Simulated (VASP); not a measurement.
# B (R-3m) in VASP: vibrations by perturbation theory with LDA

Aim: the vibrations by perturbation theory of B with LDA.

Everything below comes from runs of VASP 6.6.1. Logs are shortened: lines on timing, memory, paths and dates and some standing lists are left out, and cuts for length are marked.

### 1 The cell of the first run

It takes space group R-3m (No. 166, trigonal). The conventional cell has a = 4.841 Å, b = 4.841 Å, c = 12.393 Å, α = 90.00°, β = 90.00°, γ = 120.00°. Within 2.2 Å of B (site symmetry m) lie 6 B at 1.66 to 1.78 Å. B (site symmetry m) has 7 B at 1.76 to 1.98 Å within 2.3 Å.

### 2 Vibrations by perturbation theory, LDA

The input, INCAR:

```
ALGO     = Normal         # electronic algorithm
EDIFF    = 1E-8           # SCF threshold, eV
ENCUT    = 520            # plane-wave cutoff, eV
IBRION   = 8              # ionic algorithm
ISIF     = 2              # what is computed and relaxed
ISMEAR   = 0              # smearing method
KPAR     = 4            
LASPH    = True           # aspherical terms in the spheres
LCHARG   = False          # write CHGCAR
LEPSILON = True           # dielectric tensor by DFPT
LREAL    = False          # projectors in reciprocal space
LWAVE    = False          # write WAVECAR
NELM     = 60             # most SCF steps
NSW      = 1              # ionic steps
PREC     = Accurate       # precision mode
SIGMA    = 0.01           # smearing width, eV
```

The input, KPOINTS:

```
k-points
0
Gamma
  9 9 9
```

The input, POSCAR:

```
B
1.0
    2.4203986789      1.3974178304      4.1311009715
   -2.4203986789      1.3974178304      4.1311009715
    0.0000000000     -2.7948356560      4.1311009731
B
12
Direct
    0.0104696751      0.6543067688      0.0104696751
    0.0104696751      0.0104696751      0.6543067688
    0.6543067688      0.0104696751      0.0104696751
    0.3456932312      0.9895303249      0.9895303249
    0.9895303249      0.3456932312      0.9895303249
    0.9895303249      0.9895303249      0.3456932312
    0.2214786347      0.6299891752      0.2214786347
    0.2214786347      0.2214786347      0.6299891752
    0.6299891752      0.2214786347      0.2214786347
    0.3700108248      0.7785213653      0.7785213653
    0.7785213653      0.3700108248      0.7785213653
    0.7785213653      0.7785213653      0.3700108248
```

Potentials or basis: VASP PAW LDA potentials, release 64 (B).

Launch:

```
> cat potpaw_LDA.64/B/POTCAR > POTCAR
> mpirun -np 4 vasp_std > vasp.out
```

OUTCAR:

```text
EDIFF = 1E-8
   ENCUT = 520
   IBRION = 8
   ISIF = 2
   ISMEAR = 0
   LASPH = True
   LEPSILON = True
   LREAL = False
   NELM = 60
   NSW = 1
   PREC = Accurate

 ion  position               nearest neighbor table
   1  0.010  0.654  0.010-   5 1.66   2 1.72   3 1.72   7 1.77  12 1.78  10 1.78
   2  0.010  0.010  0.654-   6 1.66   3 1.72   1 1.72   8 1.77  10 1.78  11 1.78
   3  0.654  0.010  0.010-   4 1.66   2 1.72   1 1.72   9 1.77  12 1.78  11 1.78
   4  0.346  0.990  0.990-   3 1.66   6 1.72   5 1.72  10 1.77   8 1.78   7 1.78
   5  0.990  0.346  0.990-   1 1.66   6 1.72   4 1.72  11 1.77   8 1.78   9 1.78
   6  0.990  0.990  0.346-   2 1.66   4 1.72   5 1.72  12 1.77   9 1.78   7 1.78
   7  0.221  0.630  0.221-  10 1.76  12 1.76   1 1.77   4 1.78   6 1.78   8 1.98   9 1.98
   8  0.221  0.221  0.630-  10 1.76  11 1.76   2 1.77   4 1.78   5 1.78   7 1.98   9 1.98
   9  0.630  0.221  0.221-  11 1.76  12 1.76   3 1.77   5 1.78   6 1.78   8 1.98   7 1.98
  10  0.370  0.779  0.779-   7 1.76   8 1.76   4 1.77   1 1.78   2 1.78  12 1.98  11 1.98
  11  0.779  0.370  0.779-   9 1.76   8 1.76   5 1.77   3 1.78   2 1.78  12 1.98  10 1.98
  12  0.779  0.779  0.370-   7 1.76   9 1.76   6 1.77   3 1.78   1 1.78  10 1.98  11 1.98

  LATTYP: Found a trigonal (rhomboedric) cell.
 ALAT       =     4.9876950182
 COS(alpha) =     0.5290183028

  Lattice vectors:

 A1 = (   2.4203986789,   1.3974178304,   4.1311009715)
 A2 = (  -2.4203986789,   1.3974178304,   4.1311009715)
 A3 = (   0.0000000000,  -2.7948356560,   4.1311009731)
[... 1073 lines left out ...]
  5X     5.291704   -1.213450   -4.728344   -0.105808   -0.686257   -0.602980    1.094909   -0.006429   -0.337380    8.782803   -0.479578   -0.195413  -26.122953    4.363204    6.196852    3.015733   -2.851769   -0.211721    0.778118   -0.074855   -0.137062    2.188174    1.138799   -1.054965    1.912550    1.104174    0.399862    0.704929   -0.282098   -0.175473    2.110009   -0.885944    1.211996    0.349832   -0.125798   -0.365372
  5Y    -1.213450    3.890533    2.729910   -0.699663    0.694987    0.041442    0.006978   -0.505730    0.501475    0.477850    1.092379    0.131652    4.363204  -21.084759   -3.577754   -3.809197    6.859449    0.103407   -0.074855    0.691683    0.079133    1.263305    3.207531   -1.070805    0.979667    3.483155    1.449029    0.079218    0.114333    0.320586   -0.885944    1.087009   -0.699746   -0.487114    0.469430   -0.008329
  5Z    -4.728357    2.729918   12.819164   -0.266593   -0.543384    0.956604    0.337288    0.502568    0.956604    0.193979    0.132345    1.018979    6.197544   -3.578154  -30.482418   -0.017625   -0.234164    1.018979   -0.154055    0.088944    0.954280   -1.395123   -0.959913    2.727928    0.133747    1.688168    2.727928   -0.569967    0.405548    0.870200    0.905359   -0.522709    5.561554   -0.636198    0.290832    0.870200
  6X    -0.105333   -0.699938   -0.265600    3.189948    0.000000    0.000000   -0.105333    0.699938    0.265600    3.014237    3.808333    0.016307    3.014237   -3.808333   -0.016307  -18.565661   -0.000000    0.000000    3.992833    0.221385   -1.454827    0.648465    0.000000    0.000000    3.992833   -0.221385    1.454827    0.174132    0.385673    0.189899    0.174132   -0.385673   -0.189899    0.575509    0.000000    0.000000
  6Y    -0.686531    0.694511   -0.542917    0.000000    5.992290   -5.459821    0.686531    0.694511   -0.542917    2.850905    6.860945   -0.235059   -2.850905    6.860945   -0.235059    0.000000  -28.642050    7.155508    0.096878    1.402872   -0.378224    0.000000    0.821335   -0.158266   -0.096878    1.402872   -0.378224    0.024357    0.645130   -0.312257   -0.024357    0.645130   -0.312257    0.000000    2.621509    1.399493
[... 5 lines left out ...]
  8Y    -0.125383    0.469328    0.291029    0.000000    2.621148    1.044450    0.125383    0.469328    0.291029   -1.138885    3.208873   -0.960345    1.138885    3.208873   -0.960345    0.000000    0.821883   -0.178804   -2.825618    2.990649   -0.165522    0.000000  -21.887738   -0.710501    2.825618    2.990649   -0.165522   -1.932430    2.061741    0.891045    1.932430    2.061741    0.891045    0.000000    0.983524   -0.267558
  8Z    -0.365296   -0.007980    0.869686    0.000000    1.401476    5.563126    0.365296   -0.007980    0.869686    1.055247   -1.071706    2.727426   -1.055247   -1.071706    2.727426    0.000000   -0.159963    0.955791   -0.196710   -0.009750    0.302563    0.000000   -0.711153  -17.960269    0.196710   -0.009750    0.302563   -1.581835    0.957649    1.562959    1.581835    0.957649    1.562959    0.000000   -0.266787    0.516084
  9X     0.704699    0.081197   -0.569698    0.172738    0.024836    0.065622    2.109626    0.885983   -0.904520    0.778337    0.075424    0.154848    1.914800    0.980852    0.133392    3.992771   -0.097201    1.529975    3.989972   -1.096586    0.090409    0.993601    2.824695    0.196284  -21.207696   -1.177867    0.615312    1.196115   -0.368219    0.231712    0.830058   -0.200759    0.037866    4.524979   -1.932356   -1.581201
  9Y    -0.282292    0.111520    0.404689    0.388325    0.643481   -0.695718    0.885983    1.086581   -0.522225    0.075424    0.691245    0.089402    1.102516    3.482595    1.689649   -0.218865    1.404624   -0.729304    1.094739   -0.004124    0.174452    0.633370    2.992248   -0.008930   -1.177867  -19.847613    0.355250   -0.368219    1.621297    0.133779    0.200907    5.756533   -1.847675   -2.334022    2.061613    0.956630
  9Z    -0.175737    0.320345    0.869686    0.189558   -0.312366    0.869686   -1.213714   -0.700738    5.563126    0.138532    0.079982    0.955791    0.400501    1.449724    2.727426    1.455748   -0.378018    2.727426   -0.089911    0.175231    0.302563    0.106799   -0.165481    0.302563    0.615877    0.355577  -17.960269    0.231044    0.133394    0.516084   -0.038431   -1.848734    1.562959   -1.620266    0.891085    1.562959
 10X     1.914800    0.980852    0.133392    3.992771   -0.097201    1.529975    0.778337    0.075424    0.154848    2.109626    0.885983   -0.904520    0.704699    0.081197   -0.569698    0.172738    0.024836    0.065622    0.830058   -0.200759    0.037866    4.524979   -1.932356   -1.581201    1.196115   -0.368219    0.231712  -21.207696   -1.177867    0.615312    3.989972   -1.096586    0.090409    0.993601    2.824695    0.196284
 10Y     1.102516    3.482595    1.689649   -0.218865    1.404624   -0.729304    0.075424    0.691245    0.089402    0.885983    1.086581   -0.522225   -0.282292    0.111520    0.404689    0.388325    0.643481   -0.695718    0.200907    5.756533   -1.847675   -2.334022    2.061613    0.956630   -0.368219    1.621297    0.133779   -1.177867  -19.847613    0.355250    1.094739   -0.004124    0.174452    0.633370    2.992248   -0.008930
 10Z     0.400501    1.449724    2.727426    1.455748   -0.378018    2.727426    0.138532    0.079982    0.955791   -1.213714   -0.700738    5.563126   -0.175737    0.320345    0.869686    0.189558   -0.312366    0.869686   -0.038431   -1.848734    1.562959   -1.620266    0.891085    1.562959    0.231044    0.133394    0.516084    0.615877    0.355577  -17.960269   -0.089911    0.175231    0.302563    0.106799   -0.165481    0.302563
 11X     0.778337   -0.075424   -0.154848    3.992771    0.097201   -1.529975    1.914800   -0.980852   -0.133392    0.704699   -0.081197    0.569698    2.109626   -0.885983    0.904520    0.172738   -0.024836   -0.065622    1.196115    0.368219   -0.231712    4.524979    1.932356    1.581201    0.830058    0.200759   -0.037866    3.989972    1.096586   -0.090409  -21.207696    1.177867   -0.615312    0.993601   -2.824695   -0.196284
 11Y    -0.075424    0.691245    0.089402    0.218865    1.404624   -0.729304   -1.102516    3.482595    1.689649    0.282292    0.111520    0.404689   -0.885983    1.086581   -0.522225   -0.388325    0.643481   -0.695718    0.368219    1.621297    0.133779    2.334022    2.061613    0.956630   -0.200907    5.756533   -1.847675   -1.094739   -0.004124    0.174452    1.177867  -19.847613    0.355250   -0.633370    2.992248   -0.008930
 11Z    -0.138532    0.079982    0.955791   -1.455748   -0.378018    2.727426   -0.400501    1.449724    2.727426    0.175737    0.320345    0.869686    1.213714   -0.700738    5.563126   -0.189558   -0.312366    0.869686   -0.231044    0.133394    0.516084    1.620266    0.891085    1.562959    0.038431   -1.848734    1.562959    0.089911    0.175231    0.302563   -0.615877    0.355577  -17.960269   -0.106799   -0.165481    0.302563
 12X     2.188521    1.260549   -1.396583    0.647699    0.000000    0.000000    2.188521   -1.260549    1.396583    0.346892    0.488873    0.635320    0.346892   -0.488873   -0.635320    0.575058    0.000000    0.000000    4.524851    2.334096    1.619066    1.833888    0.000000    0.000000    4.524851   -2.334096   -1.619066    0.995200    0.634293    0.105876    0.995200   -0.634293   -0.105876  -19.167571    0.000000    0.000000
 12Y     1.138885    3.208873   -0.960345    0.000000    0.821883   -0.178804   -1.138885    3.208873   -0.960345    0.125383    0.469328    0.291029   -0.125383    0.469328    0.291029    0.000000    2.621148    1.044450    1.932430    2.061741    0.891045    0.000000    0.983524   -0.267558   -1.932430    2.061741    0.891045    2.825618    2.990649   -0.165522   -2.825618    2.990649   -0.165522    0.000000  -21.887738   -0.710501
 12Z    -1.055247   -1.071706    2.727426    0.000000   -0.159963    0.955791    1.055247   -1.071706    2.727426    0.365296   -0.007980    0.869686   -0.365296   -0.007980    0.869686    0.000000    1.401476    5.563126    1.581835    0.957649    1.562959    0.000000   -0.266787    0.516084   -1.581835    0.957649    1.562959    0.196710   -0.009750    0.302563   -0.196710   -0.009750    0.302563    0.000000   -0.711153  -17.960269

 Eigenvectors and eigenvalues of the dynamical matrix
   1 f  =   35.944459 THz   225.845695 2PiTHz 1198.978083 cm-1   148.654270 meV
   2 f  =   34.262659 THz   215.278635 2PiTHz 1142.879283 cm-1   141.698908 meV
   3 f  =   34.262659 THz   215.278635 2PiTHz 1142.879283 cm-1   141.698908 meV
   4 f  =   28.763401 THz   180.725780 2PiTHz  959.443790 cm-1   118.955816 meV
   5 f  =   28.656918 THz   180.056725 2PiTHz  955.891887 cm-1   118.515436 meV
   6 f  =   26.981528 THz   169.529940 2PiTHz  900.006897 cm-1   111.586583 meV
[... 25 lines left out ...]
  32 f  =   15.057600 THz    94.609693 2PiTHz  502.267482 cm-1    62.273203 meV
  33 f  =   14.978293 THz    94.111394 2PiTHz  499.622092 cm-1    61.945217 meV
  34 f/i=    0.001152 THz     0.007241 2PiTHz    0.038441 cm-1     0.004766 meV
  35 f/i=    0.001340 THz     0.008422 2PiTHz    0.044709 cm-1     0.005543 meV
  36 f/i=    0.001340 THz     0.008422 2PiTHz    0.044709 cm-1     0.005543 meV

 MACROSCOPIC STATIC DIELECTRIC TENSOR IONIC CONTRIBUTION
 ------------------------------------------------------
           0.167619    -0.000000    -0.000000
          -0.000000     0.167619    -0.000000
          -0.000000    -0.000000     0.035312
 ------------------------------------------------------

 ELASTIC MODULI CONTR FROM IONIC RELAXATION (kBar)
 Direction    XX          YY          ZZ          XY          YZ          ZX
 --------------------------------------------------------------------------------
 XX       -1381.1239    243.6886     90.1909      0.0000    142.0869      0.0000
 YY         243.6886  -1381.1239     90.1909      0.0000   -142.0869     -0.0000
 ZZ          90.1909     90.1909   -431.7921      0.0000      0.0000      0.0000
 XY           0.0000      0.0000      0.0000   -812.4065     -0.0000    141.0278
 YZ         142.0869   -142.0869      0.0000     -0.0000   -697.3330     -0.0000
 ZX           0.0000     -0.0000      0.0000    141.0278     -0.0000   -699.0209
 --------------------------------------------------------------------------------

 PIEZOELECTRIC TENSOR IONIC CONTR  for field in x, y, z        (C/m^2)
          XX          YY          ZZ          XY          YZ          ZX
  --------------------------------------------------------------------------------
  x    -0.00000     0.00000    -0.00000    -0.00000     0.00000     0.00000
  y     0.00000     0.00000     0.00000    -0.00000    -0.00000     0.00000
  z     0.00000     0.00000     0.00000    -0.00000    -0.00000    -0.00000
```

Run time: 18 min. Hardware: 4 MPI ranks of Intel Xeon 6975P-C (Granite Rapids), shared host; peak memory 1.4 GiB.

Results:

- Electronic dielectric tensor (diagonal): 10.08, 10.08, 7.58
- Born charges (mean of the diagonal): B -0.18, +0.18 (each value once) e
- Highest phonon frequency at Γ: 1199 cm⁻¹

Phonon frequencies in cm⁻¹ (negative: imaginary):
```csv
q point,frequencies
"(0.000, 0.000, 0.000)",0 0 0 500 502 521 521 579 579 614 614 617 617 715 723 723 738 738 742 796 796 812 820 820 820 823 829 829 839 900 900 956 959 1143 1143 1199
```

Electronic dielectric tensor:
```
10.08  0.00  0.00
 0.00 10.08  0.00
 0.00  0.00  7.58
```

Born effective charge tensors (e):
atom 1, B
```
-0.26 -0.03 -0.02
-0.03 -0.30  0.01
-0.26  0.15  0.03
```
atom 2, B
```
-0.32  0.00  0.00
 0.00 -0.25 -0.02
 0.00 -0.30  0.03
```
atom 3, B
```
-0.26  0.03  0.02
 0.03 -0.30  0.01
 0.26  0.15  0.03
```
atom 4, B
```
-0.26  0.03  0.02
 0.03 -0.30  0.01
 0.26  0.15  0.03
```
atom 5, B
```
-0.26 -0.03 -0.02
-0.03 -0.30  0.01
-0.26  0.15  0.03
```
atom 6, B
```
-0.32  0.00  0.00
 0.00 -0.25 -0.02
 0.00 -0.30  0.03
```
atom 7, B
```
 0.46 -0.31  0.03
-0.31  0.11 -0.02
-0.05  0.03 -0.03
```
atom 8, B
```
-0.07  0.00  0.00
 0.00  0.64  0.03
 0.00 -0.06 -0.03
```
atom 9, B
```
 0.46  0.31 -0.03
 0.31  0.11 -0.02
 0.05  0.03 -0.03
```
atom 10, B
```
 0.46  0.31 -0.03
 0.31  0.11 -0.02
 0.05  0.03 -0.03
```
atom 11, B
```
 0.46 -0.31  0.03
-0.31  0.11 -0.02
-0.05  0.03 -0.03
```
atom 12, B
```
-0.07  0.00  0.00
 0.00  0.64  0.03
 0.00 -0.06 -0.03
```
